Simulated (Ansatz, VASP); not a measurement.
One calculation of Zn, two programs

The input INCAR:

```
SYSTEM = Zn
ALGO = Normal
EDIFF = 1E-7
ENCUT = 520
GGA = RE
ISIF = 2
ISMEAR = -1
LASPH = .TRUE.
LCHARG = .FALSE.
LREAL = .FALSE.
LWAVE = .FALSE.
NBANDS = 19
NELM = 60
PREC = Accurate
SIGMA = 0.1
```

KPOINTS

```
k-points
0
G
  17 17 8
  0 0 0
```

File POSCAR:

```
Zn
1.0
   -2.0516172163      1.7195857782      1.3534819803
    1.7195857782     -2.0516172163      1.3534819803
    3.4285819848      3.4285819848     -1.9615981672
Zn
2
Direct
    0.9471678800      0.0528321200      0.0000000000
    0.8028321200      0.1971678800      0.5000000000
```

Input for Ansatz:

```yaml
crystal:
  lattice:
    - [-2.0516172163, 1.7195857782, 1.3534819803]
    - [1.7195857782, -2.0516172163, 1.3534819803]
    - [3.4285819848, 3.4285819848, -1.9615981672]
  atoms:
    - { symbol: Zn, position: [0.94716788, 0.05283212, 0.0] }
    - { symbol: Zn, position: [0.80283212, 0.19716788, 0.5] }
hamiltonian:
  xc: revpbe
  pseudopotentials:
    kind: paw
    azcp:
      Zn: "pseudopotentials/Zn.paw.azcp"
basis:
  ecutwfc: 420
  fft_grid_basis: typed
kpoints:
  mp_grid: { grid: [17, 17, 8], shift: [0, 0, 0] }
magnetization:
  spin_polarized: false
scf:
  occupations: { method: fermi_dirac, width: 0.1 }
  lower_state_search: "off"
output:
  stress: true
  write_density: true
  write_potential: true
  elf: true
  volumetric_format: npy
```

Alike in both runs: task single point; functional revPBE; k mesh 17 × 17 × 8; occupations fermi-dirac, width 0.1 eV; no spin polarisation.

|  | VASP | Ansatz |
| --- | --- | --- |
| version | VASP 6.6.1 | Ansatz 0.2.0 |
| potentials or method | VASP PAW PBE potentials, release 64 (Zn), cutoff 520 eV | plane waves (420 eV) with PAW, scalar-relativistic |
| valence electrons in the cell | 24 | 24 |

Ansatz gave:

- pressure (GPa): -2.2
- traceless stress, the component that is largest in VASP (GPa): 0.09

Problem. What did VASP give for the same quantities?

Solution. Pressure (GPa): -2.0; traceless stress, the component that is largest in VASP (GPa): 0.16.

VASP's potentials were made for PBE, not for revPBE. With one functional, cell and mesh, what is left measures potentials, basis and numerics.
